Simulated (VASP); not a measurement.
Write the native input for VASP 6.6.1 that does the following.

```
Task                   : single point
Functional             : PBE
Potentials or basis    : VASP PAW PBE potentials, release 64 (P)
Cutoff                 : 520 eV
k mesh                 : 10 × 8 × 1
Occupations            : gaussian, width 0.01 eV
Spin                   : no spin polarisation
Dipole correction      : yes
Further INCAR settings : ALGO = Normal; EDIFF = 1e-07; NBANDS = 30
```

The structure of P lies in POSCAR:

```
P
1.0
    3.3059583264      0.0000000000      0.0000000000
    0.0000000000      4.5957906935      0.0000000000
    0.0000000000      0.0000000000     40.5322295593
P
8
Direct
    0.0000000000      0.5878876581      0.4044032839
    0.5000000000      0.9121123419      0.4044032839
    0.5000000000      0.0875938225      0.4565798646
    0.0000000000      0.4124061775      0.4565798646
    0.5000000000      0.5875938225      0.5434201354
    0.0000000000      0.9124061775      0.5434201354
    0.0000000000      0.0878876581      0.5955967161
    0.5000000000      0.4121123419      0.5955967161
```

The input as run:

INCAR

```
ALGO = Normal
DIPOL = 0.5 0.5 0.500
EDIFF = 1E-7
ENCUT = 520
GGA = PE
IDIPOL = 3
ISIF = 2
ISMEAR = 0
LASPH = True
LCHARG = False
LDIPOL = True
LREAL = False
LWAVE = False
NBANDS = 30
NELM = 80
PREC = Accurate
SIGMA = 0.01
```

KPOINTS

```
k-points
0
Gamma
  10 8 1
```

Potentials or basis: VASP PAW PBE potentials, release 64 (P).

The run is started by

```console
$ cat potpaw_PBE.64/P/POTCAR > POTCAR
$ mpirun -np 1 vasp_std > vasp.out
```

Results of the run:

```json
{
 "Largest force": "0.051 eV/Å",
 "Band gap on the k mesh": "0.59 eV"
}
```

Run time: 25 min on 1 thread of AMD EPYC 7R13, with other jobs on the host, peak memory 0.82 GiB.
